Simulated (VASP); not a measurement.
# Al (Fm-3m) in VASP: notebook

Runs on Al. Level: PBE. Tasks: single point.

Everything below comes from runs of VASP 6.6.1. Logs are shortened: lines on timing, memory, paths and dates and some standing lists are left out, and cuts for length are marked.

### Step 1. The cell of the first run

The structure is cubic, space group Fm-3m (No. 225). Conventional cell: a = 4.103 Å, b = 4.103 Å, c = 4.103 Å, α = 90.00°, β = 90.00°, γ = 90.00°. Within 3.8 Å of Al (site symmetry m-3m) lie 12 Al at 2.90 Å.

### Step 2. Single point, PBE

Input file INCAR:

```
  PREC = Accurate
  ENCUT = 500
  EDIFF = 1E-6
  ISMEAR = 1
  SIGMA = 0.15
  LREAL = F
  LASPH = T
  NELM = 120
  ALGO = Normal
  ISIF = 2
  LWAVE = F
  LCHARG = F
  GGA = PE
  NBANDS = 8
  GGA_COMPAT = F
```

Input file KPOINTS:

```
Automatic mesh
0
Gamma
  12 12 12
```

Input file POSCAR:

```
Al
1.0
    0.0000000000      2.0514502267      2.0514502267
    2.0514502267      0.0000000000      2.0514502267
    2.0514502267      2.0514502267      0.0000000000
Al
1
Direct
    0.0000000000      0.0000000000      0.0000000000
```

Potentials or basis: VASP PAW PBE potentials, release 64 (Al).

On the command line:

```console
cat potpaw_PBE.64/Al/POTCAR > POTCAR
mpirun -np 1 vasp_std > vasp.out
```

OUTCAR:

```text
PREC = Accurate
   ENCUT = 500
   EDIFF = 1E-6
   ISMEAR = 1
   LREAL = F
   LASPH = T
   NELM = 120
   ISIF = 2
   GGA = PE

 ion  position               nearest neighbor table
   1  0.000  0.000  0.000-

  LATTYP: Found a face centered cubic cell.
 ALAT       =     4.1029004534

  Lattice vectors:

 A1 = (   0.0000000000,   2.0514502267,   2.0514502267)
 A2 = (   2.0514502267,   0.0000000000,   2.0514502267)
 A3 = (   2.0514502267,   2.0514502267,   0.0000000000)

Analysis of symmetry for initial positions (statically):
=====================================================================
 Subroutine PRICEL returns:
 Original cell was already a primitive cell.

 Routine SETGRP: Setting up the symmetry group for a
 face centered cubic supercell.

 Subroutine GETGRP returns: Found 48 space group operations
 (whereof 48 operations were pure point group operations)
 out of a pool of 48 trial point group operations.

The static configuration has the point symmetry O_h .

Analysis of symmetry for dynamics (positions and initial velocities):
=====================================================================
 Subroutine PRICEL returns:
 Original cell was already a primitive cell.

 Routine SETGRP: Setting up the symmetry group for a
 face centered cubic supercell.

 Subroutine GETGRP returns: Found 48 space group operations
 (whereof 48 operations were pure point group operations)
 out of a pool of 48 trial point group operations.

The dynamic configuration has the point symmetry O_h .

 Subroutine INISYM returns: Found 48 space group operations
 (whereof 48 operations are pure point group operations),
 and found     1 'primitive' translations

----------------------------------------------------------------------------------------

                                     Primitive cell

  volume of cell :      17.2668

  direct lattice vectors                    reciprocal lattice vectors
     0.000000000  2.051450227  2.051450227    -0.243730018  0.243730018  0.243730018
     2.051450227  0.000000000  2.051450227     0.243730018 -0.243730018  0.243730018
     2.051450227  2.051450227  0.000000000     0.243730018  0.243730018 -0.243730018

  length of vectors
     2.901188733  2.901188733  2.901188733     0.422152774  0.422152774  0.422152774

  position of ions in fractional coordinates (direct lattice)
     0.000000000  0.000000000  0.000000000

  ion indices of the primitive-cell ions
   primitive index   ion index
                 1           1

----------------------------------------------------------------------------------------

 KPOINTS: Automatic mesh

Automatic generation of k-mesh.
 Grid dimensions read from file:
 generate k-points for:   12   12   12

 Generating k-lattice:

  Cartesian coordinates                     Fractional coordinates (reciprocal lattice)
    -0.020310835  0.020310835  0.020310835     0.083333333  0.000000000  0.000000000
     0.020310835 -0.020310835  0.020310835     0.000000000  0.083333333  0.000000000
     0.020310835  0.020310835 -0.020310835     0.000000000  0.000000000  0.083333333

  Length of vectors
     0.035179398  0.035179398  0.035179398

  Shift w.r.t. Gamma in fractional coordinates (k-lattice)
     0.000000000  0.000000000  0.000000000

 Subroutine IBZKPT returns following result:
 ===========================================

 Found     72 irreducible k-points:

 Following reciprocal coordinates:
            Coordinates               Weight
  0.000000  0.000000  0.000000      1.000000
  0.083333  0.000000  0.000000      8.000000
  0.166667  0.000000  0.000000      8.000000
  0.250000  0.000000  0.000000      8.000000
  0.333333  0.000000  0.000000      8.000000
  0.416667  0.000000  0.000000      8.000000
[... 16 lines left out ...]
  0.500000  0.166667  0.000000     24.000000
 -0.416667  0.166667  0.000000     24.000000
 [... further k-points ...]
   k-points           NKPTS =     72   k-points in BZ     NKDIM =     72   number of bands    NBANDS=      8
   number of dos      NEDOS =    301   number of ions     NIONS =      1
   total plane-waves  NPLWV =  13824
   dimension x,y,z NGX =    24 NGY =   24 NGZ =   24
   dimension x,y,z NGXF=    48 NGYF=   48 NGZF=   48
   ions per type =               1
   NGX,Y,Z   is equivalent  to a cutoff of  13.75, 13.75, 13.75 a.u.
   NGXF,Y,Z  is equivalent  to a cutoff of  27.51, 27.51, 27.51 a.u.
 SYSTEM =  unknown system
   PREC   = accura    normal or accurate (medium, high low for compatibility)
   ISTART =      0    job   : 0-new  1-cont  2-samecut
   ICHARG =      2    charge: 1-file 2-atom 10-const
   ISPIN  =      1    spin polarized calculation?
   LNONCOLLINEAR =      F non collinear calculations
   LSORBIT =      F    spin-orbit coupling
   LASPH  =      T    aspherical Exc in radial PAW
   ENCUT  =  500.0 eV  36.75 Ry    6.06 a.u.   5.29  5.29  5.29*2*pi/ulx,y,z
   NELM   =    120;   NELMIN=  2; NELMDL= -5     # of ELM steps
   EDIFF  = 0.1E-05   stopping-criterion for ELM
   LREAL  =      F    real-space projection
   EDIFFG = 0.1E-04   stopping-criterion for IOM
   NSW    =      0    number of steps for IOM
   IBRION =     -1    ionic relax: 0-MD 1-quasi-New 2-CG
   NFREE  =      0    steps in history (QN), initial steepest desc. (CG)
   ISIF   =      2    stress and relaxation
   ISYM   =      2    0-nonsym 1-usesym 2-fastsym
   POTIM  = 0.5000    time-step for ionic-motion
   TEBEG  =    0.0;   TEEND  =   0.0 temperature during run
   PSTRESS=    0.0 pullay stress
   NELECT =       3.0000    total number of electrons
   NUPDOWN=      -1.0000    fix difference up-down
   EMIN   =  10.00;   EMAX   =-10.00  energy-range for DOS
   EFERMI =   0.00;   METHOD = LEGACY
   ISMEAR =     1;   SIGMA  =   0.15  broadening in eV -4-tet -1-fermi 0-gaus
   EFERMI_NEDOS =   21; number of points for ismear=-14 and -15
   IALGO  =     38    algorithm
   IMIX   =      4    mixing-type and parameters
     AMIX     =   0.40;   BMIX     =  1.00
     AMIX_MAG =   1.60;   BMIX_MAG =  1.00
  volume/ion in A,a.u.               =      17.27       116.52
  Fermi-wavevector in a.u.,A,eV,Ry     =   0.913505  1.726274 11.353945  0.834491
  Thomas-Fermi vector in A             =   2.038024
   LORBIT       =      0    0 simple, 1 ext, 2 COOP (PROOUT), +10 PAW based schemes
   GGA     = PE    functional components
   LHFCALC =     F    Hartree Fock is set to
   AEXX    =    0.0000 exact exchange contribution
   IVDW    =     0    specifies the selected vdW correction
   LEPSILON=     F    determine dielectric tensor
   LRPA    =     F    only Hartree local field effects (RPA)
 non-spin polarized calculation
 Methfessel and Paxton  Order N= 1 SIGMA  =   0.15
  energy-cutoff  :      500.00
  volume of cell :       17.27
 maximum number of plane-waves:       448
 NGX is ok and might be reduce to    24
   NGX = 11   NGY = 11   NGZ = 11

 number of electron       3.0000000 magnetization

 Free energy of the ion-electron system (eV)
  ---------------------------------------------------
  ext. energy  EPLUGINS =         0.00000000
  ---------------------------------------------------
  free energy    TOTEN  =        -3.74577985 eV

  energy without entropy =       -3.74626294  energy(sigma->0) =       -3.74594088

 E-fermi :   7.3966     XC(G=0): -10.0329

 val. band max:        7.3056526152   @ k =   0.5000   0.2500   0.0833
 cond. band min:       7.4784786372   @ k =  -0.4167   0.4167   0.0833
 fundamental gap:      0.1728260219
 Fermi energy:         7.3965849538

 k-point     1 :       0.0000    0.0000    0.0000
  band No.  band energies     occupation
      1      -3.2894      2.00000
      2      19.9054      0.00000
      3      19.9054      0.00000
      4      19.9054      0.00000
      5      21.0607      0.00000
      6      21.0607      0.00000
      7      21.0607      0.00000
      8      23.6759      0.00000

 k-point     2 :       0.0833    0.0000    0.0000
  band No.  band energies     occupation
      1      -3.1063      2.00000
      2      17.2811      0.00000
      3      19.2718      0.00000
      4      19.2718      0.00000
      5      21.8238      0.00000
      6      21.9674      0.00000
      7      21.9674      0.00000
      8      25.4088      0.00000

 k-point     3 :       0.1667    0.0000    0.0000
  band No.  band energies     occupation
      1      -2.5583      2.00000
      2      14.0022      0.00000
      3      18.5570      0.00000
      4      18.5570      0.00000
      5      21.6773      0.00000
      6      23.0168      0.00000
      7      23.0168      0.00000
      8      24.4059      0.00000

 k-point     4 :       0.2500    0.0000    0.0000
  band No.  band energies     occupation
      1      -1.6494      2.00000
      2      10.8822      0.00000
      3      18.1133      0.00000
      4      18.1133      0.00000
      5      21.4659      0.00000
      6      21.8653      0.00000
      7      21.8653      0.00000
      8      25.7741      0.00000

 k-point     5 :       0.3333    0.0000    0.0000
  band No.  band energies     occupation
      1      -0.3862      2.00000
      2       8.0153     -0.00000
      3      17.9702      0.00000
      4      17.9702      0.00000
      5      20.5188      0.00000
      6      20.5188      0.00000
      7      21.4501      0.00000
      8      24.3791      0.00000
[... 177 lines left out ...]
 k-point    22 :       0.4167    0.1667    0.0000
  band No.  band energies     occupation
      1       0.7471      2.00000
      2       7.7186     -0.00968
      3      14.6157      0.00000
      4      15.1828      0.00000
      5      16.8784      0.00000
      6      23.7702      0.00000
      7      24.0128      0.00000
      8      26.6852      0.00000

 k-point    23 :       0.5000    0.1667    0.0000
  band No.  band energies     occupation
      1       2.4599      2.00000
      2       5.2603      2.00000
      3      13.5667      0.00000
      4      15.4496      0.00000
      5      17.2032      0.00000
      6      23.0635      0.00000
      7      25.2245      0.00000
      8      27.2772      0.00000

 k-point    24 :      -0.4167    0.1667    0.0000
  band No.  band energies     occupation
      1       3.1054      2.00000
      2       4.5050      2.00000
      3      12.8497      0.00000
      4      16.0303      0.00000
      5      17.8514      0.00000
      6      22.3988      0.00000
      7      24.9683      0.00000
      8      27.9766      0.00000

 [... further k-points ...]
[... 5 lines left out ...]
  --------------------------------------------------------------------------------------
  -------------------------------------------------------------------------------------
  Total       -0.3425620     -0.3425620     -0.3425620      0.0000000      0.0000000      0.0000000
  in kB      -31.7860680    -31.7860680    -31.7860680      0.0000000      0.0000000      0.0000000
  external PRESSURE =     -31.7860680 kB  Pullay stress =       0.0000000 kB

 VOLUME and BASIS-vectors are now :
 -----------------------------------------------------------------------------
  energy-cutoff  :      500.00
  volume of cell :       17.27
      direct lattice vectors                 reciprocal lattice vectors
     0.000000000  2.051450227  2.051450227    -0.243730018  0.243730018  0.243730018
     2.051450227  0.000000000  2.051450227     0.243730018 -0.243730018  0.243730018
     2.051450227  2.051450227  0.000000000     0.243730018  0.243730018 -0.243730018

 POSITION                                       TOTAL-FORCE (eV/Angst)
 -----------------------------------------------------------------------------------
      0.00000      0.00000      0.00000         0.000000      0.000000     -0.000000
 -----------------------------------------------------------------------------------
    total drift:                                0.000000     -0.000000     -0.000000

  FREE ENERGIE OF THE ION-ELECTRON SYSTEM (eV)
  ---------------------------------------------------
  free  energy   TOTEN  =        -3.7457798480 eV

  energy  without entropy=       -3.7462629353  energy(sigma->0) =       -3.74594088
```

Run time: 6.2 s. Hardware: 1 thread of Intel Xeon Platinum 8488C (Sapphire Rapids), shared host; peak memory 0.13 GiB.

What came out:

```yaml
Free_energy: -3.7458 eV
Pressure: -3.2 GPa
```

Levels at points of the mesh, in eV from the Fermi level:
```
           k point  band 1  band 2  band 3  band 4
(0.00, 0.00, 0.00)  -10.69   12.51   12.51   12.51
(0.50, 0.00, 0.00)   -4.27   -4.18   11.07   11.07
(0.50, 0.50, 0.00)   -2.68   -1.46    5.38    5.53
```

### Step 3. Single point, PBE

This run uses another cell than the first one, of 17.60 Å³/atom, 1.019 times its volume.

Input file INCAR:

```
SYSTEM = Al
ALGO = Normal
EDIFF = 1E-6
ENCUT = 500
GGA = PE
GGA_COMPAT = .FALSE.
ISIF = 2
ISMEAR = 1
LASPH = .TRUE.
LCHARG = .FALSE.
LREAL = .FALSE.
LWAVE = .FALSE.
NBANDS = 8
NELM = 120
PREC = Accurate
SIGMA = 0.15
```

Input file KPOINTS:

```
k-points
0
G
  12 12 12
  0 0 0
```

Input file POSCAR:

```
Al
1.0
    0.0000000000      2.0645171409      2.0645171409
    2.0645171409      0.0000000000      2.0645171409
    2.0645171409      2.0645171409      0.0000000000
Al
1
Direct
    0.0000000000      0.0000000000      0.0000000000
```

Potentials or basis: VASP PAW PBE potentials, release 64 (Al).

On the command line:

```console
cat potpaw_PBE.64/Al/POTCAR > POTCAR
mpirun -np 1 vasp_std > vasp.out
```

OUTCAR:

```text
SYSTEM = Al
   EDIFF = 1E-6
   ENCUT = 500
   GGA = PE
   ISIF = 2
   ISMEAR = 1
   LASPH = .TRUE.
   LREAL = .FALSE.
   NELM = 120
   PREC = Accurate

 ion  position               nearest neighbor table
   1  0.000  0.000  0.000-

  LATTYP: Found a face centered cubic cell.
 ALAT       =     4.1290342818

  Lattice vectors:

 A1 = (   0.0000000000,   2.0645171409,   2.0645171409)
 A2 = (   2.0645171409,   0.0000000000,   2.0645171409)
 A3 = (   2.0645171409,   2.0645171409,   0.0000000000)

Analysis of symmetry for initial positions (statically):
=====================================================================
 Subroutine PRICEL returns:
 Original cell was already a primitive cell.

 Routine SETGRP: Setting up the symmetry group for a
 face centered cubic supercell.

 Subroutine GETGRP returns: Found 48 space group operations
 (whereof 48 operations were pure point group operations)
 out of a pool of 48 trial point group operations.

The static configuration has the point symmetry O_h .

Analysis of symmetry for dynamics (positions and initial velocities):
=====================================================================
 Subroutine PRICEL returns:
[... 154 lines left out ...]
  energy without entropy =       -3.73823823  energy(sigma->0) =       -3.73803866

 E-fermi :   7.2061     XC(G=0):  -9.9652

 val. band max:        7.1184855685   @ k =   0.5000   0.2500   0.0833
 cond. band min:       7.2843011707   @ k =  -0.4167   0.4167   0.0833
 fundamental gap:      0.1658156022
 Fermi energy:         7.2060826449

 k-point     1 :       0.0000    0.0000    0.0000
  band No.  band energies     occupation
      1      -3.3523      2.00000
      2      19.6120      0.00000
      3      19.6120      0.00000
      4      19.6120      0.00000
      5      20.6303      0.00000
      6      20.6303      0.00000
      7      20.6303      0.00000
      8      23.3512      0.00000
[... 243 lines left out ...]
 k-point    24 :      -0.4167    0.1667    0.0000
  band No.  band energies     occupation
      1       2.9668      2.00000
      2       4.3471      2.00000
      3      12.5871      0.00000
      4      15.7223      0.00000
      5      17.5339      0.00000
      6      22.0335      0.00000
      7      24.5433      0.00000
      8      27.5670      0.00000

 [... further k-points ...]
[... 5 lines left out ...]
  --------------------------------------------------------------------------------------
  -------------------------------------------------------------------------------------
  Total       -0.4808605     -0.4808605     -0.4808605      0.0000000     -0.0000000     -0.0000000
  in kB      -43.7768246    -43.7768246    -43.7768246      0.0000000     -0.0000000     -0.0000000
  external PRESSURE =     -43.7768246 kB  Pullay stress =       0.0000000 kB

 VOLUME and BASIS-vectors are now :
 -----------------------------------------------------------------------------
  energy-cutoff  :      500.00
  volume of cell :       17.60
      direct lattice vectors                 reciprocal lattice vectors
     0.000000000  2.064517141  2.064517141    -0.242187381  0.242187381  0.242187381
     2.064517141  0.000000000  2.064517141     0.242187381 -0.242187381  0.242187381
     2.064517141  2.064517141  0.000000000     0.242187381  0.242187381 -0.242187381

 POSITION                                       TOTAL-FORCE (eV/Angst)
 -----------------------------------------------------------------------------------
      0.00000      0.00000      0.00000         0.000000      0.000000      0.000000
 -----------------------------------------------------------------------------------
    total drift:                               -0.000000      0.000000      0.000000

  FREE ENERGIE OF THE ION-ELECTRON SYSTEM (eV)
  ---------------------------------------------------
  free  energy   TOTEN  =        -3.7379388791 eV

  energy  without entropy=       -3.7382382264  energy(sigma->0) =       -3.73803866
```

It took 6 s on 1 thread of Intel Xeon Platinum 8488C (Sapphire Rapids), shared host; peak memory 0.13 GiB.

Results:

| Property | Result |
| --- | --- |
| Free energy | -3.7379 eV |
| Pressure | -4.4 GPa |

Levels at points of the mesh, in eV from the Fermi level:
| k point | band 1 | band 2 | band 3 | band 4 |
| --- | --- | --- | --- | --- |
| (0.00, 0.00, 0.00) | -10.56 | 12.41 | 12.41 | 12.41 |
| (0.50, 0.00, 0.00) | -4.20 | -4.16 | 10.88 | 10.88 |
| (0.50, 0.50, 0.00) | -2.63 | -1.46 | 5.38 | 5.44 |
